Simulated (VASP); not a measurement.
Runs of VASP 6.6.1 on Rb. The structure is that of space group Im-3m (No. 229), or close to it. The cells are those of the table. 

```tsv
cell	gap on the mesh (eV)	pressure (GPa)
a = 4.758 Å, angles 109.5°, 1 atom	none	0.3
a = 4.810 Å, angles 109.5°, 1 atom	none	0.2
a = 5.069 Å, angles 109.5°, 1 atom	none	(a)
a = 4.706 Å, angles 109.5°, 1 atom	none	(b)
a = 4.959 Å, angles 109.5°, 1 atom	none	-0.1
```

Alike in all rows: task single point; level PBE; potentials or basis VASP PAW PBE potentials, release 64 (Rb_sv); no spin polarisation; k mesh 10 × 10 × 10; cutoff (eV) 520; smearing gaussian 0.1 eV.

**Question.** Estimate the missing entries.

**Answer.** (a) -0.2; (b) 0.5.

A k mesh can miss the band edges, and the runs leave out spin-orbit coupling on Rb.

A gap of «none» marks levels without a gap at the run's occupations.
